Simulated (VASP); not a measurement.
GaSb, 2 atoms in the cell. Symmetry: I-4m2, No. 119, tetragonal system. The conventional cell has a = 5.394 Å, b = 5.394 Å, c = 3.116 Å, α = 90.00°, β = 90.00°, γ = 90.00°. Sb (site symmetry -4m2) has 8 Ga at 2.81 to 3.57 Å and 2 Sb at 3.12 Å within 3.7 Å. Ga (site symmetry -4m2) has 8 Sb at 2.81 to 3.57 Å and 2 Ga at 3.12 Å within 3.7 Å.  This cell differs from its parent crystal: volume scaled by 0.94.

```yaml
Program: VASP 6.6.1
Task: single point
Functional: LDA
Potentials_or_basis: VASP PAW LDA potentials, release 64 (Sb, Ga_d)
Cutoff: 520 eV
k_mesh: 10 × 10 × 10
Occupations: fermi-dirac, width 0.05 eV
Spin: no spin polarisation
Dipole_correction: no
Further_INCAR_settings: ALGO = Normal; EDIFF = 1e-07; NBANDS = 16
```

Potentials or basis: VASP PAW LDA potentials, release 64 (Sb, Ga_d).

Command:

```sh
$ cat potpaw_LDA.64/Sb/POTCAR potpaw_LDA.64/Ga_d/POTCAR > POTCAR
$ mpirun -np 1 vasp_std > vasp.out
```

Hardware: 1 thread of Intel(R) Xeon(R) 6975P-C (Granite Rapids), on a shared host.

How long does it take, and how much memory?

Wall time 22 s on 1 thread of Intel(R) Xeon(R) 6975P-C (Granite Rapids) (shared host), peak memory 0.2 GiB. Counts: scf iterations 12, k points 102.
